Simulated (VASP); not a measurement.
**BeS: single point with r2SCAN**

Crystal: BeS.

```
CELL_PARAMETERS angstrom
0.00000 2.41313 2.43431
2.41313 0.00000 2.43431
2.41313 2.41313 0.00000
ATOMIC_POSITIONS crystal
Be 0.00000 0.00000 0.00000
S 0.25000 0.25000 0.25000
```

This cell differs from its parent crystal: biaxial xy strain -0.9%.

```json
{
  "Program": "VASP 6.6.1",
  "Task": "single point",
  "Functional": "r2SCAN",
  "Potentials or basis": "VASP PAW PBE potentials, release 64 (Be, S)",
  "Cutoff": "520 eV",
  "k mesh": "10 × 10 × 10",
  "Occupations": "gaussian, width 0.01 eV",
  "Spin": "no spin polarisation",
  "Dipole correction": "no",
  "Further INCAR settings": "ALGO = Normal; EDIFF = 1e-06; NBANDS = 11"
}
```

```yaml
Pressure: 2.0 GPa
Band_gap_on_the_k_mesh: 3.52 eV, indirect (least direct gap 6.23 eV)
```

Stress tensor (GPa, compression positive):
```
2.34 0.00 0.00
0.00 2.34 0.00
0.00 0.00 1.45
```

Levels at points of the mesh, in eV from the valence-band top:
```tsv
k point	band 2	band 3	band 4	band 5	band 6	band 7
(0.00, 0.00, 0.00)	-0.05	0.00	0.00	6.23	6.23	6.24
(0.50, 0.00, 0.00)	-6.02	-1.13	-1.04	6.10	7.09	7.16
(0.50, 0.50, 0.00)	-5.28	-2.70	-2.70	3.59	5.42	13.90
(0.50, 0.00, 0.50)	-5.22	-2.78	-2.77	3.52	5.33	13.86
```

Run time: 2 min on 1 thread of AMD EPYC 7R13 (shared host), peak memory 0.17 GiB.

Caveat: the cell differs from its parent crystal (biaxial xy strain -0.9%); the PAW data sets were made with another functional, which shifts forces and pressure a little. A k mesh can miss the band edges.
